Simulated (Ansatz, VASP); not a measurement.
**Pt: VASP beside Ansatz**

```
CELL_PARAMETERS angstrom
0.00000 1.94683 1.98090
2.10745 0.00000 1.98090
2.10745 1.94683 0.00000
ATOMIC_POSITIONS crystal
Pt 0.00000 0.00000 0.00000
```

Change from the starting cell: normal strain along x +0.0825, normal strain along z +0.0175.

Alike in both runs: task single point; functional LDA; k mesh 20 × 20 × 20; occupations gaussian, width 0.15 eV; no spin polarisation.

```csv
,VASP,Ansatz
version,VASP 6.6.1,Ansatz 0.2.0
potentials or method,"VASP PAW LDA potentials, release 64 (Pt), cutoff 520 eV","scalar-relativistic, plane waves, PAW"
valence electrons in the cell,10,18
```

```tsv
	VASP	Ansatz	Ansatz less VASP
gap on the k mesh at the Fermi level (eV)	none	none	-
pressure (GPa)	-21.7	-22.2	-0.52
traceless stress, the component that is largest in VASP (GPa)	-3.95	-3.94	+0.018
```

LDA's correlation is that of Perdew and Zunger in VASP and of Perdew and Wang (1992) in Ansatz. A gap of «none» marks a metal or a gap that the smearing closes. VASP's potentials hold 10 valence electrons a cell and Ansatz's 18, so a difference there can come from the potentials and not from the codes.

Spin-orbit coupling is off throughout.
